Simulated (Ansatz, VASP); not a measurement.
Two plane-wave programs on MgO

```
CELL_PARAMETERS angstrom
2.93772 0.00000 0.00000
-1.46886 2.54414 0.00000
0.00000 0.00000 2.67979
ATOMIC_POSITIONS crystal
Mg 0.00771 0.00386 0.00578
O 0.33333 0.66667 0.50000
```

Change from the starting cell: all Mg atoms moved -0.025 Å, as atom 1 towards its neighbour atom 2 (O) at 2.161 Å.

Alike in both runs: task single point; functional PBE; k mesh 12 × 12 × 8; occupations gaussian, width 0.05 eV; no spin polarisation.

```csv
,VASP,Ansatz
version,VASP 6.6.1,Ansatz 0.2.0
potentials or method,"VASP PAW PBE potentials, release 64 (Mg, O), cutoff 520 eV","scalar-relativistic, plane waves, PAW"
valence electrons in the cell,8,16
```

```tsv
	VASP	Ansatz	Ansatz less VASP
gap on the k mesh at the Fermi level (eV)	3.00	3.02	+0.021
least direct gap on the mesh (eV)	3.40	3.42	+0.018
pressure (GPa)	-0.6	0.0	+0.63
traceless stress, the component that is largest in VASP (GPa)	-0.08	0.01	+0.085
rms of the force components (eV/Å)	0.049	0.048	-0.0009
```

Atom by atom the forces differ by 0.001 eV/Å (rms over components). The functional is the same, so the differences come from potentials, cutoffs and numerics. VASP's potentials hold 8 valence electrons a cell and Ansatz's 16, so a difference there can come from the potentials and not from the codes.
